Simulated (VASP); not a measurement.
# GaP (F-43m) in VASP: single point with PBE

Aim: the single point of GaP with PBE.

All numbers are computed with VASP 6.6.1; they aren't measurements. Logs are shortened: lines on timing, memory, paths and dates and some standing lists are left out, and cuts for length are marked.

### 1 The cell of the first run

Symmetry: F-43m, No. 216, cubic system. Conventional cell: a = 5.059 Å, b = 5.059 Å, c = 5.059 Å, α = 90.00°, β = 90.00°, γ = 90.00°. Within 2.9 Å of Ga (site symmetry -43m) lie 4 P at 2.19 Å. P (site symmetry -43m) has 4 Ga at 2.19 Å within 2.9 Å.

### 2 Single point, PBE (16.19 Å³/atom)

File INCAR:

```
SYSTEM = GaP
ALGO = Normal ; EDIFF = 1E-6
ENCUT = 520 ; GGA = PE
ISIF = 2 ; ISMEAR = 0
LASPH = .True. ; LCHARG = .False.
LREAL = .False. ; LWAVE = .False.
NBANDS = 16 ; NELM = 100
PREC = Accurate ; SIGMA = 0.01
```

File KPOINTS:

```
k-points
0
Gamma
  10 10 10
  0 0 0
```

File POSCAR:

```
GaP
1.0
    0.0000000000      2.5296659143      2.5296659143
    2.5296659143      0.0000000000      2.5296659143
    2.5296659143      2.5296659143      0.0000000000
Ga P
1 1
Direct
    0.0000000000      0.0000000000      0.0000000000
    0.2500000000      0.2500000000      0.2500000000
```

Potentials or basis: VASP PAW PBE potentials, release 64 (Ga_d, P).

The run is started by

```sh
> cat potpaw_PBE.64/Ga_d/POTCAR potpaw_PBE.64/P/POTCAR > POTCAR
> mpirun -np 1 vasp_std > vasp.out
```

OUTCAR:

```text
SYSTEM = GaP
   EDIFF = 1E-6
   ENCUT = 520
   GGA = PE
   ISIF = 2
   ISMEAR = 0
   LASPH = .True.
   LREAL = .False.
   NELM = 100
   PREC = Accurate

 ion  position               nearest neighbor table
   1  0.000  0.000  0.000-   2 2.19   2 2.19   2 2.19   2 2.19
   2  0.250  0.250  0.250-   1 2.19   1 2.19   1 2.19   1 2.19

  LATTYP: Found a face centered cubic cell.
 ALAT       =     5.0593318286

  Lattice vectors:

 A1 = (   0.0000000000,   2.5296659143,   2.5296659143)
 A2 = (   2.5296659143,   0.0000000000,   2.5296659143)
 A3 = (   2.5296659143,   2.5296659143,   0.0000000000)

Analysis of symmetry for initial positions (statically):
=====================================================================
 Subroutine PRICEL returns:
 Original cell was already a primitive cell.

 Routine SETGRP: Setting up the symmetry group for a
 face centered cubic supercell.

 Subroutine GETGRP returns: Found 24 space group operations
 (whereof 24 operations were pure point group operations)
 out of a pool of 48 trial point group operations.

The static configuration has the point symmetry T_d .

Analysis of symmetry for dynamics (positions and initial velocities):
=====================================================================
 Subroutine PRICEL returns:
 Original cell was already a primitive cell.

 Routine SETGRP: Setting up the symmetry group for a
 face centered cubic supercell.

 Subroutine GETGRP returns: Found 24 space group operations
 (whereof 24 operations were pure point group operations)
 out of a pool of 48 trial point group operations.

The dynamic configuration has the point symmetry T_d .

 Subroutine INISYM returns: Found 24 space group operations
 (whereof 24 operations are pure point group operations),
 and found     1 'primitive' translations

----------------------------------------------------------------------------------------

                                     Primitive cell

  volume of cell :      32.3757

  direct lattice vectors                    reciprocal lattice vectors
     0.000000000  2.529665914  2.529665914    -0.197654559  0.197654559  0.197654559
     2.529665914  0.000000000  2.529665914     0.197654559 -0.197654559  0.197654559
     2.529665914  2.529665914  0.000000000     0.197654559  0.197654559 -0.197654559

  length of vectors
     3.577487844  3.577487844  3.577487844     0.342347738  0.342347738  0.342347738

  position of ions in fractional coordinates (direct lattice)
     0.000000000  0.000000000  0.000000000
     0.250000000  0.250000000  0.250000000

  ion indices of the primitive-cell ions
   primitive index   ion index
                 1           1
                 2           2

----------------------------------------------------------------------------------------

 KPOINTS: k-points

Automatic generation of k-mesh.
 Grid dimensions read from file:
 generate k-points for:   10   10   10

 Generating k-lattice:

  Cartesian coordinates                     Fractional coordinates (reciprocal lattice)
    -0.019765456  0.019765456  0.019765456     0.100000000  0.000000000  0.000000000
     0.019765456 -0.019765456  0.019765456     0.000000000  0.100000000  0.000000000
     0.019765456  0.019765456 -0.019765456     0.000000000  0.000000000  0.100000000

  Length of vectors
     0.034234774  0.034234774  0.034234774

  Shift w.r.t. Gamma in fractional coordinates (k-lattice)
     0.000000000  0.000000000  0.000000000

 Subroutine IBZKPT returns following result:
 ===========================================

 Found     47 irreducible k-points:

 Following reciprocal coordinates:
            Coordinates               Weight
  0.000000  0.000000  0.000000      1.000000
  0.100000  0.000000  0.000000      8.000000
  0.200000  0.000000  0.000000      8.000000
  0.300000  0.000000  0.000000      8.000000
  0.400000  0.000000  0.000000      8.000000
  0.500000  0.000000  0.000000      4.000000
[... 16 lines left out ...]
  0.300000  0.300000  0.000000      6.000000
  0.400000  0.300000  0.000000     24.000000
 [... further k-points ...]
   k-points           NKPTS =     47   k-points in BZ     NKDIM =     47   number of bands    NBANDS=     16
   number of dos      NEDOS =    301   number of ions     NIONS =      2
   total plane-waves  NPLWV =  21952
   dimension x,y,z NGX =    28 NGY =   28 NGZ =   28
   dimension x,y,z NGXF=    56 NGYF=   56 NGZF=   56
   ions per type =               1   1
   NGX,Y,Z   is equivalent  to a cutoff of  13.01, 13.01, 13.01 a.u.
   NGXF,Y,Z  is equivalent  to a cutoff of  26.02, 26.02, 26.02 a.u.
 SYSTEM =  GaP
   PREC   = accura    normal or accurate (medium, high low for compatibility)
   ISTART =      0    job   : 0-new  1-cont  2-samecut
   ICHARG =      2    charge: 1-file 2-atom 10-const
   ISPIN  =      1    spin polarized calculation?
   LNONCOLLINEAR =      F non collinear calculations
   LSORBIT =      F    spin-orbit coupling
   LASPH  =      T    aspherical Exc in radial PAW
   ENCUT  =  520.0 eV  38.22 Ry    6.18 a.u.   6.65  6.65  6.65*2*pi/ulx,y,z
   NELM   =    100;   NELMIN=  2; NELMDL= -5     # of ELM steps
   EDIFF  = 0.1E-05   stopping-criterion for ELM
   LREAL  =      F    real-space projection
   EDIFFG = 0.1E-04   stopping-criterion for IOM
   NSW    =      0    number of steps for IOM
   IBRION =     -1    ionic relax: 0-MD 1-quasi-New 2-CG
   NFREE  =      0    steps in history (QN), initial steepest desc. (CG)
   ISIF   =      2    stress and relaxation
   ISYM   =      2    0-nonsym 1-usesym 2-fastsym
   POTIM  = 0.5000    time-step for ionic-motion
   TEBEG  =    0.0;   TEEND  =   0.0 temperature during run
   PSTRESS=    0.0 pullay stress
   NELECT =      18.0000    total number of electrons
   NUPDOWN=      -1.0000    fix difference up-down
   EMIN   =  10.00;   EMAX   =-10.00  energy-range for DOS
   EFERMI =   0.00;   METHOD = LEGACY
   ISMEAR =     0;   SIGMA  =   0.01  broadening in eV -4-tet -1-fermi 0-gaus
   EFERMI_NEDOS =   21; number of points for ismear=-14 and -15
   IALGO  =     38    algorithm
   IMIX   =      4    mixing-type and parameters
     AMIX     =   0.40;   BMIX     =  1.00
     AMIX_MAG =   1.60;   BMIX_MAG =  1.00
  volume/ion in A,a.u.               =      16.19       109.24
  Fermi-wavevector in a.u.,A,eV,Ry     =   1.346147  2.543849 24.655278  1.812112
  Thomas-Fermi vector in A             =   2.474003
   LORBIT       =      0    0 simple, 1 ext, 2 COOP (PROOUT), +10 PAW based schemes
   GGA     = PE    functional components
   LHFCALC =     F    Hartree Fock is set to
   AEXX    =    0.0000 exact exchange contribution
   IVDW    =     0    specifies the selected vdW correction
   LEPSILON=     F    determine dielectric tensor
   LRPA    =     F    only Hartree local field effects (RPA)
 non-spin polarized calculation
 Gauss-broadening in eV      SIGMA  =   0.01
  energy-cutoff  :      520.00
  volume of cell :       32.38
 maximum number of plane-waves:       893
   NGX = 13   NGY = 13   NGZ = 13

 number of electron      17.9999988 magnetization

 Free energy of the ion-electron system (eV)
  ---------------------------------------------------
  ext. energy  EPLUGINS =         0.00000000
  ---------------------------------------------------
  free energy    TOTEN  =        -8.33954670 eV

  energy without entropy =       -8.33954670  energy(sigma->0) =       -8.33954670

 E-fermi :   7.3832     XC(G=0): -10.8906

 val. band max:        7.2398573904   @ k =   0.0000   0.0000   0.0000
 cond. band min:       8.3290323973   @ k =   0.5000   0.5000   0.0000
 fundamental gap:      1.0891750069
 Fermi energy:         7.3831869568

 k-point     1 :       0.0000    0.0000    0.0000
  band No.  band energies     occupation
      1      -7.9151      2.00000
      2      -7.9151      2.00000
      3      -7.9151      2.00000
      4      -7.7256      2.00000
      5      -7.7256      2.00000
      6      -7.1810      2.00000
[... 8 lines left out ...]
     15      17.2903      0.00000
     16      17.2903      0.00000

 k-point     2 :       0.1000    0.0000    0.0000
  band No.  band energies     occupation
      1      -7.9500      2.00000
      2      -7.9089      2.00000
      3      -7.9089      2.00000
      4      -7.7258      2.00000
      5      -7.7258      2.00000
      6      -6.9946      2.00000
[... 8 lines left out ...]
     15      16.7136      0.00000
     16      17.7763      0.00000

 k-point     3 :       0.2000    0.0000    0.0000
  band No.  band energies     occupation
      1      -8.0110      2.00000
      2      -7.8940      2.00000
      3      -7.8940      2.00000
      4      -7.7251      2.00000
      5      -7.7251      2.00000
      6      -6.4842      2.00000
[... 8 lines left out ...]
     15      16.2215      0.00000
     16      18.0800      0.00000

 k-point     4 :       0.3000    0.0000    0.0000
  band No.  band energies     occupation
      1      -8.0628      2.00000
      2      -7.8789      2.00000
      3      -7.8789      2.00000
      4      -7.7206      2.00000
      5      -7.7206      2.00000
      6      -5.7116      2.00000
[... 8 lines left out ...]
     15      16.8015      0.00000
     16      17.7585      0.00000
[... 324 lines left out ...]
 k-point    22 :      -0.2000    0.2000    0.0000
  band No.  band energies     occupation
      1      -8.0667      2.00000
      2      -7.8686      2.00000
      3      -7.8675      2.00000
      4      -7.7344      2.00000
      5      -7.7195      2.00000
      6      -5.4592      2.00000
[... 8 lines left out ...]
     15      19.8586      0.00000
     16      20.6642      0.00000

 k-point    23 :       0.3000    0.3000    0.0000
  band No.  band energies     occupation
      1      -8.0971      2.00000
      2      -7.8309      2.00000
      3      -7.8309      2.00000
      4      -7.7813      2.00000
      5      -7.6960      2.00000
      6      -5.2536      2.00000
[... 8 lines left out ...]
     15      18.7406      0.00000
     16      23.0121      0.00000

 k-point    24 :       0.4000    0.3000    0.0000
  band No.  band energies     occupation
      1      -8.1155      2.00000
      2      -7.8211      2.00000
      3      -7.8148      2.00000
      4      -7.7865      2.00000
      5      -7.6916      2.00000
      6      -4.5496      2.00000
[... 8 lines left out ...]
     15      19.5765      0.00000
     16      22.6969      0.00000

 [... further k-points ...]
[... 5 lines left out ...]
  --------------------------------------------------------------------------------------
  -------------------------------------------------------------------------------------
  Total        6.8162744      6.8162744      6.8162744      0.0000000      0.0000000     -0.0000000
  in kB      337.3169330    337.3169330    337.3169330      0.0000000      0.0000000     -0.0000000
  external PRESSURE =     337.3169330 kB  Pullay stress =       0.0000000 kB

 VOLUME and BASIS-vectors are now :
 -----------------------------------------------------------------------------
  energy-cutoff  :      520.00
  volume of cell :       32.38
      direct lattice vectors                 reciprocal lattice vectors
     0.000000000  2.529665914  2.529665914    -0.197654559  0.197654559  0.197654559
     2.529665914  0.000000000  2.529665914     0.197654559 -0.197654559  0.197654559
     2.529665914  2.529665914  0.000000000     0.197654559  0.197654559 -0.197654559

 POSITION                                       TOTAL-FORCE (eV/Angst)
 -----------------------------------------------------------------------------------
      0.00000      0.00000      0.00000        -0.000000      0.000000      0.000000
      1.26483      1.26483      1.26483         0.000000     -0.000000     -0.000000
 -----------------------------------------------------------------------------------
    total drift:                                0.000001      0.000001      0.000001

  FREE ENERGIE OF THE ION-ELECTRON SYSTEM (eV)
  ---------------------------------------------------
  free  energy   TOTEN  =        -8.3395467024 eV

  energy  without entropy=       -8.3395467024  energy(sigma->0) =       -8.33954670
```

Run time: 28 s. Hardware: 1 thread of Intel Xeon 8259CL, shared host; peak memory 0.17 GiB.

Results:

* Free energy: -8.3395 eV
* Pressure: 33.7 GPa
* Band gap on the k mesh: 1.09 eV (least direct gap 3.73 eV)

Caveat: the cell stands under pressure. A k mesh can miss the band edges.
